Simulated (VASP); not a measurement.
Input of a VASP 6.6.1 run:

The input INCAR:

```
PREC     = Accurate       # precision mode
ENCUT    = 520            # plane-wave cutoff, eV
EDIFF    = 1E-7           # SCF threshold, eV
ISMEAR   = 1              # smearing method
SIGMA    = 0.1            # smearing width, eV
LREAL    = False          # projectors in reciprocal space
LASPH    = True           # aspherical terms in the spheres
NELM     = 60             # most SCF steps
ALGO     = Normal         # electronic algorithm
ISIF     = 2              # what is computed and relaxed
LWAVE    = False          # write WAVECAR
LCHARG   = False          # write CHGCAR
NBANDS   = 14             # bands
```

File KPOINTS:

```
Automatic mesh
0
Gamma
  9 9 5
```

File POSCAR:

```
ReOs
1.0
    2.7573300000      0.0000000000      0.0000000000
   -1.3786700000      2.3879200000      0.0000000000
    0.0000000000      0.0000000000      4.3824300000
Re Os
1 1
Direct
    0.6666666667      0.3333333333      0.5000000000
    0.0000000000      0.0000000000      0.0000000000
```

Potentials or basis: VASP PAW LDA potentials, release 64 (Re, Os).

Launch:

```sh
$ cat potpaw_LDA.64/Re/POTCAR potpaw_LDA.64/Os/POTCAR > POTCAR
$ mpirun -np 1 vasp_std > vasp.out
```

**Question.** Estimate the pressure.

**Answer.** -11.3 GPa.

Stress tensor (GPa, compression positive):
```
-11.54   0.00   0.00
  0.00 -11.54   0.00
  0.00   0.00 -10.70
```
